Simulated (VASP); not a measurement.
# P: single point with PBE

Slab: P, a slab with vacuum.

```xyz
4
Lattice="3.3031 0.0000 0.0000 0.0000 34.8630 0.0000 0.0000 0.0000 4.6350" Properties=species:S:1:pos:R:3 pbc="T T T"
P     0.0000   33.8104    2.7307
P     0.0000    1.0526    1.9043
P     1.6516    1.0526    0.4132
P     1.6516   33.8104    4.2218
```

| Property | Result |
| --- | --- |
| Program | VASP 6.6.1 |
| Task | single point |
| Functional | PBE |
| Potentials or basis | VASP PAW PBE potentials, release 64 (P) |
| Cutoff | 520 eV |
| k mesh | 8 × 1 × 6 |
| Occupations | gaussian, width 0.02 eV |
| Spin | no spin polarisation |

The largest force is 0.050 eV/Å and the band gap on the k mesh is 0.93 eV, direct.

Forces on the atoms (eV/Å):
```
P    0.000  0.035  0.036
P    0.000 -0.035 -0.036
P    0.000 -0.035  0.036
P    0.000  0.035 -0.036
```

Levels at points of the mesh, in eV from the valence-band top:
```tsv
k point	band 6	band 7	band 8	band 9	band 10	band 11	band 12	band 13	band 14	band 15
(0.00, 0.00, 0.00)	-4.46	-3.28	-1.70	-1.63	0.00	0.93	1.68	2.70	3.31	4.42
(0.50, 0.00, 0.00)	-4.90	-2.69	-2.69	-1.92	-1.92	1.25	1.25	2.20	2.20	3.75
(0.00, 0.00, 0.50)	-2.89	-2.49	-2.49	-1.27	-1.27	2.12	2.12	3.65	3.65	3.68
(0.50, 0.00, 0.50)	-4.88	-4.54	-4.54	-1.09	-1.09	2.41	2.41	3.81	3.81	5.31
```

Run time: 2.1 min on 1 thread of Intel(R) Xeon(R) 6975P-C (Granite Rapids), with other jobs on the host, peak memory 0.64 GiB.
